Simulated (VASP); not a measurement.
Here is a VASP 6.6.1 calculation.

POSCAR

```
ScAl3
1.0
    3.8404043745      0.0000000000      0.0000000000
    0.0000000000      3.8404043745      0.0000000000
    0.0000000000      0.0000000000      4.1902381915
Sc Al
1 3
Direct
    0.0000000000      0.0000000000      0.0000000000
    0.5000000000      0.0000000000      0.5000000000
    0.0000000000      0.5000000000      0.5000000000
    0.5000000000      0.5000000000      0.0000000000
```

Contents of INCAR.step1:

```
SYSTEM = ScAl3
PREC = Accurate
ENCUT = 520
ISMEAR = 0
SIGMA = 0.1
LREAL = .False.
LASPH = .True.
NELM = 60
NBANDS = 18
GGA = PE
ALGO = Normal
EDIFF = 1E-4
LWAVE = .True.
LCHARG = .False.
```

INCAR.step2

```
SYSTEM = ScAl3
PREC = Accurate
ENCUT = 520
EDIFF = 1E-7
ISMEAR = 0
SIGMA = 0.1
LREAL = .False.
LASPH = .True.
NELM = 60
ALGO = Normal
ISIF = 2
LWAVE = .False.
LCHARG = .False.
METAGGA = R2SCAN
LMIXTAU = .True.
NBANDS = 18
ISTART = 1
```

File KPOINTS:

```
Automatic mesh
0
Gamma
  14 14 14
  0 0 0
```

Potentials or basis: VASP PAW PBE potentials, release 64 (Sc_sv, Al).

Launch:

```sh
$ cat potpaw_PBE.64/Sc_sv/POTCAR potpaw_PBE.64/Al/POTCAR > POTCAR
$ cp INCAR.step1 INCAR
$ mpirun -np 1 vasp_std > vasp.out
$ cp INCAR.step2 INCAR
$ mpirun -np 1 vasp_std > vasp.out
```

Question: What does it give for the band gap on the k mesh?

Answer: Zero (band 10 reaches 9.60 eV, above the bottom of band 11 at 5.06 eV).

Question: Estimate the pressure.

Answer: 11.9 GPa.

Stress tensor (GPa, compression positive):
```
17.77  0.00  0.00
 0.00 17.77  0.00
 0.00  0.00  0.01
```

Caveat: the cell differs from its parent crystal (biaxial strain in the a-b plane: -6.0 %, then relaxed in part); the PAW data sets were made with another functional, which shifts forces and pressure a little.
